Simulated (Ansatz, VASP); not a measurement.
## One calculation of Hf2Si, two programs

```
CELL_PARAMETERS angstrom
-3.27535 3.27535 2.58282
3.27535 -3.27535 2.58282
3.27535 3.27535 -2.58282
ATOMIC_POSITIONS crystal
Hf 0.84351 0.65649 0.50000
Hf 0.34351 0.84351 0.18703
Hf 0.15649 0.34351 0.50000
Hf 0.65649 0.15649 0.81297
Si 0.75000 0.75000 0.00000
Si 0.25000 0.25000 0.00000
```

Alike in both runs: task single point; functional r2SCAN; k mesh 10 × 10 × 10; occupations fermi-dirac, width 0.01 eV; no spin polarisation.

```csv
,VASP,Ansatz
version,VASP 6.6.1,Ansatz 0.2.0
potentials or method,"VASP PAW PBE potentials, release 64 (Hf_pv, Si), cutoff 520 eV","scalar-relativistic, plane waves, PAW"
valence electrons in the cell,48,112
```

|  | VASP | Ansatz | Ansatz less VASP |
| --- | --- | --- | --- |
| gap on the k mesh at the Fermi level (eV) | none | none | - |
| pressure (GPa) | -0.1 | 0.4 | +0.53 |
| traceless stress, the component that is largest in VASP (GPa) | -0.14 | -0.09 | +0.052 |
| rms of the force components (eV/Å) | 0.005 | 0.001 | -0.0040 |

VASP's potentials were made for PBE, not for r2SCAN. Atom by atom the forces differ by 0.006 eV/Å (rms over components). A gap of «none» marks a metal or a gap that the smearing closes. VASP's potentials hold 48 valence electrons a cell and Ansatz's 112, so a difference there can come from the potentials and not from the codes.

Spin-orbit coupling is off throughout.
